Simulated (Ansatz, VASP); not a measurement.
## ZnSnN2 in VASP and in Ansatz

The input POSCAR:

```
ZnSnN2
1.0
    3.3478559850      0.0000000000      0.0000000000
    0.0000000000      3.3478559850      0.0000000000
    0.0000000000      0.0000000000      4.6521661633
Zn N Sn
1 2 1
Direct
    0.0000000000      0.0000000000      0.0000000000
    0.0000000000      0.5000000000      0.2448435878
    0.5000000000      0.0000000000      0.7551564122
    0.5000000000      0.5000000000      0.5000000000
```

The input INCAR.step1:

```
SYSTEM = ZnSnN2
  ALGO = Normal
  EDIFF = 1E-4
  ENCUT = 520
  GGA = PE
  ISMEAR = -1
  LASPH = .TRUE.
  LCHARG = .FALSE.
  LREAL = .FALSE.
  LWAVE = .TRUE.
  NBANDS = 26
  NELM = 60
  PREC = Accurate
  SIGMA = 0.02
```

Contents of INCAR.step2:

```
SYSTEM = ZnSnN2
  ALGO = Normal
  EDIFF = 1E-7
  ENCUT = 520
  ISIF = 2
  ISMEAR = -1
  ISTART = 1
  LASPH = .TRUE.
  LCHARG = .FALSE.
  LMIXTAU = .TRUE.
  LREAL = .FALSE.
  LWAVE = .FALSE.
  METAGGA = R2SCAN
  NBANDS = 26
  NELM = 60
  PREC = Accurate
  SIGMA = 0.02
```

Contents of KPOINTS:

```
k-points
0
G
  6 6 4
  0 0 0
```

Input for Ansatz:

```yaml
crystal:
  lattice:
    - [3.347855985, 0.0, 0.0]
    - [0.0, 3.347855985, 0.0]
    - [0.0, 0.0, 4.6521661633]
  atoms:
    - { symbol: Zn, position: [0.0, 0.0, 0.0] }
    - { symbol: "N", position: [0.0, 0.5, 0.2448435878] }
    - { symbol: Sn, position: [0.5, 0.5, 0.5] }
    - { symbol: "N", position: [0.5, 0.0, 0.7551564122] }
kpoints:
  mp_grid: { grid: [6, 6, 4] }
hamiltonian:
  xc: r2scan
scf:
  occupations: { method: fermi_dirac, width: 0.02 }
  n_extra_bands: 5
output:
  forces: true
  stress: true
  eigenvalues: true
```

Alike in both runs: task single point; functional r2SCAN; k mesh 6 × 6 × 4; occupations fermi-dirac, width 0.02 eV; no spin polarisation.

|  | VASP | Ansatz |
| --- | --- | --- |
| version | VASP 6.6.1 | Ansatz 0.2.0 |
| potentials or method | VASP PAW PBE potentials, release 64 (Zn, N, Sn_d) | plane waves, PAW |
| plane-wave cutoff (eV) | 520 | 500 |
| valence electrons in the cell | 36 | 36 |

|  | VASP | Ansatz | Ansatz less VASP |
| --- | --- | --- | --- |
| pressure (GPa) | 5.8 | 5.2 | -0.56 |
| rms of the force components (eV/Å) | 0.051 | 0.048 | -0.0028 |

VASP's potentials were made for PBE, not for r2SCAN.
